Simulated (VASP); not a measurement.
Write the native input for VASP 6.6.1 that does the following.

- Task: single point
- Functional: PBEsol
- Potentials or basis: VASP PAW PBE potentials, release 64 (Ti_sv, H)
- Cutoff: 520 eV
- k mesh: 14 × 14 × 10
- Occupations: gaussian, width 0.1 eV
- Spin: no spin polarisation
- Dipole correction: no
- Further INCAR settings: ALGO = Normal; EDIFF = 1e-06; NBANDS = 21

The structure of TiH lies in POSCAR:

```
TiH
1.0
    2.0407676186      2.0407676186      0.0000000000
   -2.0407676186      2.0407676186      0.0000000000
    0.0000000000      0.0000000000      4.0815352372
Ti H
2 2
Direct
    0.0000000000      0.0000000000      0.0000000000
    0.5000000000      0.5000000000      0.5000000000
    0.5000000000      0.5000000000      0.0000000000
    0.0000000000      0.0000000000      0.5000000000
```

This cell differs from its parent crystal: equal strain along all axes, cell held: -1.5 %.

These files were run (other wordings do the same):

INCAR

```
SYSTEM = TiH
ALGO     = Normal         ! electronic algorithm
EDIFF    = 1E-6           ! SCF threshold, eV
ENCUT    = 520            ! plane-wave cutoff, eV
GGA      = PS             ! functional
ISIF     = 2              ! what is computed and relaxed
ISMEAR   = 0              ! smearing method
LASPH    = .TRUE.         ! aspherical terms in the spheres
LCHARG   = .TRUE.         ! write CHGCAR
LELF     = .TRUE.         ! ELF
LREAL    = .FALSE.        ! projectors in reciprocal space
LVHAR    = .TRUE.       
LWAVE    = .FALSE.        ! write WAVECAR
NBANDS   = 21             ! bands
NELM     = 60             ! most SCF steps
PREC     = Accurate       ! precision mode
SIGMA    = 0.1            ! smearing width, eV
```

KPOINTS

```
k-points
0
G
  14 14 10
  0 0 0
```

Potentials or basis: VASP PAW PBE potentials, release 64 (Ti_sv, H).

Launch:

```console
$ cat potpaw_PBE.64/Ti_sv/POTCAR potpaw_PBE.64/H/POTCAR > POTCAR
$ mpirun -np 1 vasp_std > vasp.out
```

It gave:

```yaml
Pressure: 7.2 GPa
Band_gap_on_the_k_mesh: zero (bands 13 and 14 overlap by 2.80 eV)
```

Caveat: the cell differs from its parent crystal (equal strain along all axes, cell held: -1.5 %); the cell stands under pressure; the PAW data sets were made with another functional, which shifts forces and pressure a little.

It took 54 s on 1 thread of Intel(R) Xeon(R) Platinum 8488C (Sapphire Rapids) (shared host), peak memory 0.25 GiB.
